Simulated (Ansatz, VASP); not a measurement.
**Ge3MoRu in VASP and in Ansatz**

INCAR

```
SYSTEM = Ge3MoRu
PREC = Accurate
ENCUT = 520
EDIFF = 1E-6
ISMEAR = 0
SIGMA = 0.1
LREAL = .FALSE.
LASPH = .TRUE.
NELM = 80
ALGO = Normal
ISIF = 2
LWAVE = .FALSE.
LCHARG = .FALSE.
GGA = PE
NBANDS = 43
```

Contents of KPOINTS:

```
Automatic mesh
0
G
  4 4 4
  0 0 0
```

The input POSCAR:

```
Ge3MoRu
1.0
    4.6207474100      0.0000000000      0.0000000000
    0.0000000000      4.6207474100      0.0000000000
    0.0000000000      0.0000000000      4.6207474100
Ge Mo Ru
3 1 1
Direct
    0.5000000000      0.0000000000      0.5000000000
    0.0000000000      0.5000000000      0.5000000000
    0.5000000000      0.5000000000      0.0000000000
    0.0000000000      0.0000000000      0.0000000000
    0.5000000000      0.5000000000      0.5000000000
```

Input for Ansatz:

```yaml
crystal:
  lattice:
    - [4.62074741, 0.0, 0.0]
    - [0.0, 4.62074741, 0.0]
    - [0.0, 0.0, 4.62074741]
  atoms:
    - { symbol: Ge, position: [0.5, 0.0, 0.5] }
    - { symbol: Ge, position: [0.0, 0.5, 0.5] }
    - { symbol: Ge, position: [0.5, 0.5, 0.0] }
    - { symbol: Mo, position: [0.0, 0.0, 0.0] }
    - { symbol: Ru, position: [0.5, 0.5, 0.5] }
basis:
  ecutwfc: 420
kpoints:
  mp_grid: { grid: [4, 4, 4] }
hamiltonian:
  xc: pbe
scf:
  occupations: { method: gaussian, width: 0.1 }
  lower_state_search: "off"
output:
  forces: true
  stress: true
  eigenvalues: true
```

Change from the starting cell: species swapped into the Sc3SnB type (Pm-3m, No. 221).

Alike in both runs: task single point; functional PBE; k mesh 4 × 4 × 4; occupations gaussian, width 0.1 eV; no spin polarisation.

```csv
,VASP,Ansatz
version,VASP 6.6.1,Ansatz 0.2.0
potentials or method,"VASP PAW PBE potentials, release 64 (Ge_d, Mo_sv, Ru_pv), cutoff 520 eV","scalar-relativistic, plane waves, PAW"
valence electrons in the cell,70,72
```

|  | VASP | Ansatz | Ansatz less VASP |
| --- | --- | --- | --- |
| gap on the k mesh at the Fermi level (eV) | none | none | - |
| pressure (GPa) | 4.3 | 4.1 | -0.19 |

A gap of «none» marks a metal or a gap that the smearing closes. VASP's potentials hold 70 valence electrons a cell and Ansatz's 72, so a difference there can come from the potentials and not from the codes.
